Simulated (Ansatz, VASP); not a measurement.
Two plane-wave programs on SnSe2

```xyz
3
Lattice="3.6960 0.0000 0.0000 -1.8480 3.2008 0.0000 0.0000 0.0000 5.0363" Properties=species:S:1:pos:R:3 pbc="T T T"
Sn    0.0000    0.0000    0.0000
Se    0.0000    2.1339    1.3353
Se    1.8480    1.0669    3.7010
```

Alike in both runs: task single point; functional PBE; dispersion D3(BJ); k mesh 12 × 12 × 6; occupations gaussian, width 0.03 eV; no spin polarisation.

|  | VASP | Ansatz |
| --- | --- | --- |
| version | VASP 6.6.1 | Ansatz 0.2.0 |
| potentials or method | VASP PAW PBE potentials, release 64 (Sn_d, Se), cutoff 500 eV | scalar-relativistic, plane waves, PAW |
| valence electrons in the cell | 26 | 46 |

```tsv
	VASP	Ansatz	Ansatz less VASP
gap on the k mesh at the Fermi level (eV)	none	none	-
rms of the force components (eV/Å)	1.544	1.530	-0.0138
```

Atom by atom the forces differ by 0.014 eV/Å (rms over components). A gap of «none» marks a metal or a gap that the smearing closes. VASP's potentials hold 26 valence electrons a cell and Ansatz's 46, so a difference there can come from the potentials and not from the codes.
